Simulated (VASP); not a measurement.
Runs of VASP 6.6.1 on Mg2CdO3. The structure is that of space group C2/m (No. 12), or close to it. The cells are those of the table. 

| task | cell | k mesh | cutoff (eV) | smearing | gap on the mesh (eV) | pressure (GPa) | largest force (eV/Å) |
| --- | --- | --- | --- | --- | --- | --- | --- |
| relaxation of cell and atoms | relaxed from a = 5.596, b = 5.596, c = 5.698 Å, angles 99.5, 99.5, 120.0°, 12 atoms | 3 × 3 × 2 | 600 | gaussian 0.15 eV | 1.89 | 0.0 | 0.06 |
| single point | a = 5.443, b = 5.443, c = 5.461 Å, angles 99.6, 99.7, 119.9°, 12 atoms | 4 × 4 × 4 | 520 | gaussian 0.1 eV | 1.87 | 0.3 | (b) |
| single point | a = 5.443, b = 5.443, c = 5.461 Å, angles 99.6, 99.6, 119.9°, 12 atoms | 4 × 4 × 4 | 520 | gaussian 0.1 eV | 1.87 | 0.2 | 0.09 |
| single point | a = 5.449, b = 5.449, c = 5.465 Å, angles 99.6, 99.6, 120.0°, 12 atoms | 3 × 3 × 2 | 520 | gaussian 0.15 eV | 1.89 | (a) | 0.10 |

Alike in all rows: level PBE; potentials or basis VASP PAW PBE potentials, release 64 (Mg, Cd, O); no spin polarisation.

Task: Estimate the missing entries.

Result: (a) -0.2; (b) 0.11.

Caveats: some runs use coarse meshes; the relaxation stopped at a loose force limit of 0.08 eV/Å, so its end isn't a converged minimum (some runs).

A k mesh can miss the band edges, and the runs leave out spin-orbit coupling on Cd.
